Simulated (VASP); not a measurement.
Si (a cell with a defect): single point with LDA

Si (a cell with a defect):

```
Si
1.0
    10.86000    0.00000    0.00000
     0.00000   10.86000    0.00000
     0.00000    0.00000   10.86000
Si
63
Cartesian
  5.4272 -0.0163 -0.0004
  6.7769 1.3643 1.3361
  8.1575 2.7147 0.0003
  9.5053 4.0723 1.3663
  8.1373 0.0046 2.7006
  9.5135 1.3477 4.0832
  0.0003 -0.0152 -0.0026
  1.3578 1.3478 1.3548
  2.7042 2.7283 0.0151
  4.0968 4.0450 1.3597
  5.4140 5.4371 0.0148
  6.7934 6.7839 1.3548
  8.1564 8.1415 -0.0025
  9.5063 9.4950 1.3553
  2.7155 -0.0057 2.7129
  4.0771 1.3318 4.0742
  5.4220 2.7198 2.7483
  6.8104 4.0644 4.0743
  8.1474 5.4262 2.7127
  9.5051 6.7727 4.0667
  5.4320 -0.0206 5.4294
  6.7876 1.3533 6.7850
  8.1617 2.7093 5.4300
  9.5136 4.0555 6.7917
  8.1437 -0.0016 8.1405
  9.5058 1.3425 9.5037
  0.0006 5.4077 -0.0024
  1.3288 6.8128 1.3241
  2.7335 8.1410 -0.0015
  4.0695 9.4966 1.3663
  0.0178 2.7273 2.7017
  1.3608 4.0434 4.0954
  4.0965 6.7787 4.0935
  5.4138 8.1236 2.7019
  6.7940 9.4882 4.0826
  0.0025 -0.0166 5.4239
  1.3392 1.3640 6.7737
  2.7509 2.7197 5.4197
  4.0773 4.0647 6.8070
  5.4223 5.3907 5.4191
  6.7772 6.8023 6.7735
  8.1576 8.1393 5.4240
  9.5061 9.4954 6.7962
  2.7034 0.0051 8.1338
  4.0859 1.3481 9.5111
  5.4323 2.7092 8.1589
  6.7941 4.0555 9.5106
  8.1367 5.4387 8.1342
  9.5057 6.7840 9.5029
  0.0019 8.1396 2.7308
  1.3692 9.4960 4.0663
  0.0173 5.4368 5.4116
  1.3579 6.7836 6.7908
  2.7047 8.1239 5.4113
  4.0861 9.4875 6.7914
  0.0027 2.7136 8.1548
  1.3686 4.0720 9.5018
  2.7158 5.4261 8.1448
  4.0695 6.7733 9.5024
  5.4278 8.1386 8.1547
  6.7995 9.4956 9.5028
  0.0006 8.1415 8.1535
  1.3583 9.4961 9.5026
```

```
Program             : VASP 6.6.1
Task                : single point
Functional          : LDA
Potentials or basis : VASP PAW LDA potentials, release 64 (Si)
Cutoff              : 520 eV
k mesh              : 1 × 1 × 1
Occupations         : gaussian, width 0.02 eV
Spin                : collinear spin
```

The largest force is 0.012 eV/Å. The net moment is 1.00 μB per cell and the site moments are Si +0.00, +0.01, -0.00, +0.10, +0.02 (each value once) μB. The valence electrons inside the program's atomic spheres are Si 1.71, 1.70, 1.65, 1.66 (each value once).

Forces in eV/Å, atoms in the order of the input:
```
Si  -0.001  0.001  0.000
Si  -0.004  0.004  0.001
Si   0.002  0.000 -0.001
Si  -0.002 -0.001 -0.002
Si   0.000  0.000  0.004
Si  -0.001 -0.001  0.000
Si   0.000  0.002  0.001
Si  -0.001 -0.001  0.000
Si   0.001 -0.004  0.000
Si  -0.004  0.005  0.000
Si   0.002  0.000 -0.002
Si   0.000  0.002  0.002
Si   0.000 -0.001  0.000
Si   0.000  0.003 -0.003
Si   0.002 -0.003 -0.003
Si   0.000  0.000  0.003
Si   0.001 -0.002  0.001
Si  -0.002  0.001  0.002
Si   0.002 -0.004 -0.002
Si   0.000 -0.001  0.001
Si   0.000  0.005  0.000
Si  -0.001  0.005  0.000
Si  -0.002 -0.001 -0.001
Si  -0.002 -0.001  0.000
Si  -0.001 -0.003 -0.003
Si   0.000 -0.002 -0.001
Si   0.005 -0.001  0.004
Si  -0.003 -0.002  0.006
Si   0.005 -0.002  0.000
Si  -0.001 -0.001  0.001
Si  -0.003 -0.002 -0.002
Si   0.003  0.008 -0.006
Si  -0.006  0.000 -0.003
Si   0.003  0.003 -0.001
Si  -0.001 -0.002 -0.001
Si   0.000  0.003  0.000
Si  -0.005  0.004 -0.004
Si   0.007 -0.004 -0.002
Si   0.000 -0.001  0.004
Si   0.001 -0.007 -0.001
Si  -0.003  0.002 -0.001
Si   0.001 -0.002  0.001
Si   0.001  0.000  0.001
Si   0.011 -0.001  0.003
Si  -0.003  0.000 -0.002
Si  -0.001  0.001 -0.001
Si  -0.001  0.002  0.002
Si   0.003 -0.006 -0.001
Si  -0.002  0.009  0.001
Si   0.003 -0.004  0.001
Si   0.001  0.000  0.000
Si  -0.002  0.004  0.003
Si  -0.001  0.004 -0.004
Si   0.001 -0.002  0.000
Si  -0.002  0.001  0.000
Si   0.002  0.002  0.002
Si   0.002  0.000  0.000
Si   0.002 -0.005 -0.002
Si   0.002 -0.003  0.000
Si  -0.002  0.002  0.002
Si   0.001 -0.001  0.001
Si   0.000 -0.004  0.003
Si  -0.007  0.001  0.002
```

Levels at points of the mesh, in eV from the Fermi level:
Spin up:
| k point | band 122 | band 123 | band 124 | band 125 | band 126 | band 127 | band 128 | band 129 | band 130 | band 131 |
| --- | --- | --- | --- | --- | --- | --- | --- | --- | --- | --- |
| (0.00, 0.00, 0.00) | -1.73 | -0.85 | -0.85 | -0.84 | -0.02 | 0.02 | 0.02 | 0.12 | 0.12 | 0.14 |
Spin down:
```csv
k point,band 123,band 124,band 125,band 126,band 127,band 128
"(0.00, 0.00, 0.00)",-0.83,-0.83,-0.81,0.05,0.05,0.07
```

Run time: 16 min on 1 thread of Intel(R) Xeon(R) Platinum 8259CL CPU @ 2.50GHz (Skylake/Cascade Lake), on a shared host, peak memory 0.89 GiB.

Caveat: the k points lie up to 0.58 Å⁻¹ apart; the cell carries a net charge on a neutralising background, which shifts energy and pressure; the cell is charged against a uniform background, so pressure and absolute levels hang on convention.
